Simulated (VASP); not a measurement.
# Zr in VASP: a series of runs

Runs on Zr. Level: PBE. Tasks: single point.

Everything below comes from runs of VASP 6.6.1. Logs are shortened: lines on timing, memory, paths and dates and some standing lists are left out, and cuts for length are marked.

## (1) The cell of the first run

Symmetry: Fm-3m, No. 225, cubic system. Conventional cell: a = 4.510 Å, b = 4.510 Å, c = 4.510 Å, α = 90.00°, β = 90.00°, γ = 90.00°. Within 4.2 Å of Zr (site symmetry m-3m) lie 12 Zr at 3.19 Å.

This isn't the form of Zr at room conditions, which is hcp.

## (2) Single point, PBE

INCAR

```
SYSTEM = Zr
PREC = Accurate
ENCUT = 520
EDIFF = 1E-6
ISMEAR = -5
SIGMA = 0.1
LREAL = .False.
LASPH = .True.
NELM = 80
ALGO = Normal
ISIF = 2
LWAVE = .False.
LCHARG = .True.
GGA = PE
LELF = .True.
LVHAR = .True.
NBANDS = 12
```

KPOINTS

```
regular mesh
0
Gamma
  16 16 16
  0 0 0
```

POSCAR

```
Zr
1.0
    0.0000000000      2.2550000000      2.2550000000
    2.2550000000      0.0000000000      2.2550000000
    2.2550000000      2.2550000000      0.0000000000
Zr
1
Direct
    0.0000000000      0.0000000000      0.0000000000
```

Potentials or basis: VASP PAW PBE potentials, release 64 (Zr_sv).

The run is started by

```console
$ cat potpaw_PBE.64/Zr_sv/POTCAR > POTCAR
$ mpirun -np 1 vasp_std > vasp.out
```

OUTCAR:

```text
SYSTEM = Zr
   PREC = Accurate
   ENCUT = 520
   EDIFF = 1E-6
   ISMEAR = -5
   LREAL = .False.
   LASPH = .True.
   NELM = 80
   ISIF = 2
   GGA = PE

 ion  position               nearest neighbor table
   1  0.000  0.000  0.000-

  LATTYP: Found a face centered cubic cell.
 ALAT       =     4.5100000000

  Lattice vectors:

 A1 = (   0.0000000000,   2.2550000000,   2.2550000000)
 A2 = (   2.2550000000,   0.0000000000,   2.2550000000)
 A3 = (   2.2550000000,   2.2550000000,   0.0000000000)

Analysis of symmetry for initial positions (statically):
=====================================================================
 Subroutine PRICEL returns:
 Original cell was already a primitive cell.

 Routine SETGRP: Setting up the symmetry group for a
 face centered cubic supercell.

 Subroutine GETGRP returns: Found 48 space group operations
 (whereof 48 operations were pure point group operations)
 out of a pool of 48 trial point group operations.

The static configuration has the point symmetry O_h .

Analysis of symmetry for dynamics (positions and initial velocities):
=====================================================================
 Subroutine PRICEL returns:
 Original cell was already a primitive cell.

 Routine SETGRP: Setting up the symmetry group for a
 face centered cubic supercell.

 Subroutine GETGRP returns: Found 48 space group operations
 (whereof 48 operations were pure point group operations)
 out of a pool of 48 trial point group operations.

The dynamic configuration has the point symmetry O_h .

 Subroutine INISYM returns: Found 48 space group operations
 (whereof 48 operations are pure point group operations),
 and found     1 'primitive' translations

----------------------------------------------------------------------------------------

                                     Primitive cell

  volume of cell :      22.9335

  direct lattice vectors                    reciprocal lattice vectors
     0.000000000  2.255000000  2.255000000    -0.221729490  0.221729490  0.221729490
     2.255000000  0.000000000  2.255000000     0.221729490 -0.221729490  0.221729490
     2.255000000  2.255000000  0.000000000     0.221729490  0.221729490 -0.221729490

  length of vectors
     3.189051583  3.189051583  3.189051583     0.384046742  0.384046742  0.384046742

  position of ions in fractional coordinates (direct lattice)
     0.000000000  0.000000000  0.000000000

  ion indices of the primitive-cell ions
   primitive index   ion index
                 1           1

----------------------------------------------------------------------------------------

 KPOINTS: regular mesh

Automatic generation of k-mesh.
 Grid dimensions read from file:
 generate k-points for:   16   16   16

 Generating k-lattice:

  Cartesian coordinates                     Fractional coordinates (reciprocal lattice)
    -0.013858093  0.013858093  0.013858093     0.062500000  0.000000000  0.000000000
     0.013858093 -0.013858093  0.013858093     0.000000000  0.062500000  0.000000000
     0.013858093  0.013858093 -0.013858093     0.000000000  0.000000000  0.062500000

  Length of vectors
     0.024002921  0.024002921  0.024002921

  Shift w.r.t. Gamma in fractional coordinates (k-lattice)
     0.000000000  0.000000000  0.000000000

 TETIRR: Found    570 inequivalent tetrahedra from    24576

 Subroutine IBZKPT returns following result:
 ===========================================

 Found    145 irreducible k-points:

 Following reciprocal coordinates:
            Coordinates               Weight
  0.000000  0.000000  0.000000      1.000000
  0.062500  0.000000  0.000000      8.000000
  0.125000  0.000000  0.000000      8.000000
  0.187500  0.000000  0.000000      8.000000
  0.250000  0.000000  0.000000      8.000000
  0.312500  0.000000  0.000000      8.000000
[... 16 lines left out ...]
 -0.125000  0.062500  0.000000     24.000000
 -0.062500  0.062500  0.000000     12.000000
 [... further k-points ...]
   k-points           NKPTS =    145   k-points in BZ     NKDIM =    145   number of bands    NBANDS=     12
   number of dos      NEDOS =    301   number of ions     NIONS =      1
   total plane-waves  NPLWV =  13824
   dimension x,y,z NGX =    24 NGY =   24 NGZ =   24
   dimension x,y,z NGXF=    48 NGYF=   48 NGZF=   48
   ions per type =               1
   NGX,Y,Z   is equivalent  to a cutoff of  12.51, 12.51, 12.51 a.u.
   NGXF,Y,Z  is equivalent  to a cutoff of  25.02, 25.02, 25.02 a.u.
 SYSTEM =  Zr
   PREC   = accura    normal or accurate (medium, high low for compatibility)
   ISTART =      0    job   : 0-new  1-cont  2-samecut
   ICHARG =      2    charge: 1-file 2-atom 10-const
   ISPIN  =      1    spin polarized calculation?
   LNONCOLLINEAR =      F non collinear calculations
   LSORBIT =      F    spin-orbit coupling
   LASPH  =      T    aspherical Exc in radial PAW
   ENCUT  =  520.0 eV  38.22 Ry    6.18 a.u.   5.93  5.93  5.93*2*pi/ulx,y,z
   NELM   =     80;   NELMIN=  2; NELMDL= -5     # of ELM steps
   EDIFF  = 0.1E-05   stopping-criterion for ELM
   LREAL  =      F    real-space projection
   EDIFFG = 0.1E-04   stopping-criterion for IOM
   NSW    =      0    number of steps for IOM
   IBRION =     -1    ionic relax: 0-MD 1-quasi-New 2-CG
   NFREE  =      0    steps in history (QN), initial steepest desc. (CG)
   ISIF   =      2    stress and relaxation
   ISYM   =      2    0-nonsym 1-usesym 2-fastsym
   POTIM  = 0.5000    time-step for ionic-motion
   TEBEG  =    0.0;   TEEND  =   0.0 temperature during run
   PSTRESS=    0.0 pullay stress
   NELECT =      12.0000    total number of electrons
   NUPDOWN=      -1.0000    fix difference up-down
   EMIN   =  10.00;   EMAX   =-10.00  energy-range for DOS
   EFERMI =   0.00;   METHOD = LEGACY
   ISMEAR =    -5;   SIGMA  =   0.10  broadening in eV -4-tet -1-fermi 0-gaus
   EFERMI_NEDOS =   21; number of points for ismear=-14 and -15
   IALGO  =     38    algorithm
   IMIX   =      4    mixing-type and parameters
     AMIX     =   0.40;   BMIX     =  1.00
     AMIX_MAG =   1.60;   BMIX_MAG =  1.00
  volume/ion in A,a.u.               =      22.93       154.76
  Fermi-wavevector in a.u.,A,eV,Ry     =   1.319204  2.492935 23.678216  1.740300
  Thomas-Fermi vector in A             =   2.449119
   LORBIT       =      0    0 simple, 1 ext, 2 COOP (PROOUT), +10 PAW based schemes
   GGA     = PE    functional components
   LHFCALC =     F    Hartree Fock is set to
   AEXX    =    0.0000 exact exchange contribution
   IVDW    =     0    specifies the selected vdW correction
   LEPSILON=     F    determine dielectric tensor
   LRPA    =     F    only Hartree local field effects (RPA)
 non-spin polarized calculation
 Fermi weights with tetrahedron method with Bloechl corrections
  energy-cutoff  :      520.00
  volume of cell :       22.93
 maximum number of plane-waves:       636
   NGX = 11   NGY = 11   NGZ = 11

 number of electron      12.0000000 magnetization

 Free energy of the ion-electron system (eV)
  ---------------------------------------------------
  ext. energy  EPLUGINS =         0.00000000
  ---------------------------------------------------
  free energy    TOTEN  =        -8.48077292 eV

  energy without entropy =       -8.48077292  energy(sigma->0) =       -8.48077292

 E-fermi :   9.0577     XC(G=0): -11.1511

 val. band max:        9.0943612046   @ k =   0.4375   0.1250   0.0625
 cond. band min:       9.0269251644   @ k =   0.5000   0.2500   0.1250
 fundamental gap:     -0.0674360402
 Fermi energy:         9.0576996565

 k-point     1 :       0.0000    0.0000    0.0000
  band No.  band energies     occupation
      1     -39.6243      2.00000
      2     -17.1195      2.00000
      3     -17.1195      2.00000
      4     -17.1195      2.00000
      5       3.4786      2.00000
      6      10.0381      0.00000
      7      10.0381      0.00000
      8      10.0381      0.00000
      9      12.4971      0.00000
     10      12.4971      0.00000
     11      19.5809      0.00000
     12      23.8154      0.00000

 k-point     2 :       0.0625    0.0000    0.0000
  band No.  band energies     occupation
      1     -39.6187      2.00000
      2     -17.1605      2.00000
      3     -17.1245      2.00000
      4     -17.1245      2.00000
      5       3.6068      2.00000
      6       9.9186      0.00000
      7      10.0986      0.00000
      8      10.0986      0.00000
      9      12.4356      0.00000
     10      12.4356      0.00000
     11      19.8578      0.00000
     12      23.2492      0.00000

 k-point     3 :       0.1250    0.0000    0.0000
  band No.  band energies     occupation
      1     -39.6027      2.00000
      2     -17.2758      2.00000
      3     -17.1388      2.00000
      4     -17.1388      2.00000
      5       3.9740      2.00000
      6       9.6210      0.00000
      7      10.2494      0.00000
      8      10.2494      0.00000
      9      12.3072      0.00000
     10      12.3072      0.00000
     11      20.5646      0.00000
     12      22.2492      0.00000
[... 286 lines left out ...]
 k-point    23 :      -0.1250    0.0625    0.0000
  band No.  band energies     occupation
      1     -39.5910      2.00000
      2     -17.3438      2.00000
      3     -17.1765      2.00000
      4     -17.1376      2.00000
      5       4.2465      2.00000
      6       9.4084     -0.05607
      7      10.3452      0.00000
      8      10.3694      0.00000
      9      11.9613      0.00000
     10      12.5276      0.00000
     11      21.0450      0.00000
     12      21.9945      0.00000

 k-point    24 :      -0.0625    0.0625    0.0000
  band No.  band energies     occupation
      1     -39.6096      2.00000
      2     -17.2177      2.00000
      3     -17.1477      2.00000
      4     -17.1260      2.00000
      5       3.8151      2.00000
      6       9.7255      0.00000
      7      10.1870      0.00000
      8      10.2131      0.00000
      9      12.2070      0.00000
     10      12.4907      0.00000
     11      20.2907      0.00000
     12      22.7613      0.00000

 [... further k-points ...]

------------------------ aborting loop because EDIFF is reached ----------------------------------------

  FORCE on cell =-STRESS in cart. coord.  units (eV):
  Direction    XX          YY          ZZ          XY          YZ          ZX
  --------------------------------------------------------------------------------------
  -------------------------------------------------------------------------------------
  Total        0.1453678      0.1453678      0.1453678     -0.0000000      0.0000000     -0.0000000
  in kB       10.1556838     10.1556838     10.1556838     -0.0000000      0.0000000     -0.0000000
  external PRESSURE =      10.1556838 kB  Pullay stress =       0.0000000 kB

 VOLUME and BASIS-vectors are now :
 -----------------------------------------------------------------------------
  energy-cutoff  :      520.00
  volume of cell :       22.93
      direct lattice vectors                 reciprocal lattice vectors
     0.000000000  2.255000000  2.255000000    -0.221729490  0.221729490  0.221729490
     2.255000000  0.000000000  2.255000000     0.221729490 -0.221729490  0.221729490
     2.255000000  2.255000000  0.000000000     0.221729490  0.221729490 -0.221729490

 POSITION                                       TOTAL-FORCE (eV/Angst)
 -----------------------------------------------------------------------------------
      0.00000      0.00000      0.00000        -0.000000      0.000000     -0.000000
 -----------------------------------------------------------------------------------
    total drift:                                0.000000      0.000000      0.000000

  FREE ENERGIE OF THE ION-ELECTRON SYSTEM (eV)
  ---------------------------------------------------
  free  energy   TOTEN  =        -8.4807729220 eV

  energy  without entropy=       -8.4807729220  energy(sigma->0) =       -8.48077292
```

It took 38 s on 1 thread of Intel Xeon 8259CL, shared host; peak memory 0.17 GiB.

What came out:

```
Free energy            : -8.4808 eV
Pressure               : 1.0 GPa
Band gap on the k mesh : zero (bands 6 and 7 overlap by 1.38 eV)
```

Levels at points of the mesh, in eV from the Fermi level:
| k point | band 4 | band 5 | band 6 | band 7 | band 8 | band 9 |
| --- | --- | --- | --- | --- | --- | --- |
| (0.00, 0.00, 0.00) | -26.18 | -5.58 | 0.98 | 0.98 | 0.98 | 3.44 |
| (0.50, 0.00, 0.00) | -26.31 | -2.98 | 0.80 | 0.80 | 1.15 | 5.25 |
| (0.50, 0.50, 0.00) | -26.53 | -3.03 | -2.23 | 3.07 | 5.26 | 5.77 |

Caveat: tetrahedron occupations give inexact forces and stress in metals.

## (3) Single point, PBE (xy shear strain of -3 %)

INCAR

```
PREC = Accurate
ENCUT = 520
EDIFF = 1E-6
ISMEAR = -1
SIGMA = 0.05
LREAL = F
LASPH = T
NELM = 80
ALGO = Normal
ISIF = 2
LWAVE = F
LCHARG = F
GGA = PE
NBANDS = 12
```

KPOINTS

```
regular mesh
0
Gamma
  16 16 16
```

POSCAR

```
Zr
1.0
   -0.0338250000      2.2550000000      2.2550000000
    2.2550000000     -0.0338250000      2.2550000000
    2.2211750000      2.2211750000      0.0000000000
Zr
1
Direct
    0.0000000000      0.0000000000      0.0000000000
```

Potentials or basis: VASP PAW PBE potentials, release 64 (Zr_sv).

The run is started by

```console
$ cat potpaw_PBE.64/Zr_sv/POTCAR > POTCAR
$ mpirun -np 1 vasp_std > vasp.out
```

Wall time 2.3 min (1 thread of Intel Xeon 8259CL, shared host); peak memory 0.27 GiB.

Results (log left out):

- Free energy: -8.4829 eV
- Pressure: 1.1 GPa
- Band gap on the k mesh: zero (bands 6 and 7 overlap by 1.26 eV)

Stress tensor (GPa, compression positive):
```
1.14 1.36 0.00
1.36 1.14 0.00
0.00 0.00 1.04
```

Levels at points of the mesh, in eV from the Fermi level:
```csv
k point,band 3,band 4,band 5,band 6,band 7,band 8,band 9,band 10
"(0.00, 0.00, 0.00)",-26.17,-26.15,-5.58,0.78,0.96,1.19,3.45,3.45
"(0.50, 0.00, 0.00)",-26.29,-26.28,-2.99,0.68,1.01,1.04,5.10,5.33
"(0.50, 0.50, 0.00)",-26.57,-26.49,-3.04,-2.24,3.07,5.27,5.77,5.78
"(0.00, 0.00, 0.50)",-26.33,-26.32,-2.97,0.59,0.92,1.28,5.18,5.40
"(0.50, 0.00, 0.50)",-26.53,-26.53,-3.03,-2.23,3.08,5.23,5.77,5.81
```

Caveat: the cell differs from its parent crystal (xy shear strain of -3 %).
